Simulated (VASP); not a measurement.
Here is a VASP 6.6.1 calculation.

File INCAR:

```
SYSTEM = SrTiO3
PREC = Accurate
ENCUT = 520
EDIFF = 1E-7
ISMEAR = 1
SIGMA = 0.247
LREAL = .False.
LASPH = .True.
NELM = 100
ALGO = Normal
ISIF = 2
LWAVE = .False.
LCHARG = .False.
GGA = PE
NBANDS = 28
```

File KPOINTS:

```
regular mesh
0
Gamma
  4 4 4
  0 0 0
```

File POSCAR:

```
SrTiO3
1.0
    3.9068515029      0.0000000000      0.0000000000
    0.0000000000      3.9068515029      0.0000000000
    0.0000000000      0.0000000000      3.9068515029
Sr Ti O
1 1 3
Direct
    0.0000000000      0.0000000000      0.0000000000
    0.5000000000      0.5000000000      0.5000000000
    0.5000000000      0.0000000000      0.5000000000
    0.5000000000      0.5000000000      0.0000000000
    0.0000000000      0.5000000000      0.5000000000
```

Potentials or basis: VASP PAW PBE potentials, release 64 (Sr_sv, Ti_sv, O).

Command:

```console
$ cat potpaw_PBE.64/Sr_sv/POTCAR potpaw_PBE.64/Ti_sv/POTCAR potpaw_PBE.64/O/POTCAR > POTCAR
$ mpirun -np 1 vasp_std > vasp.out
```

(1) Estimate the band gap on the k mesh.

(2) Estimate the pressure.

Answers

(1) 1.83 eV, indirect (least direct gap 2.19 eV).

(2) 4.7 GPa.
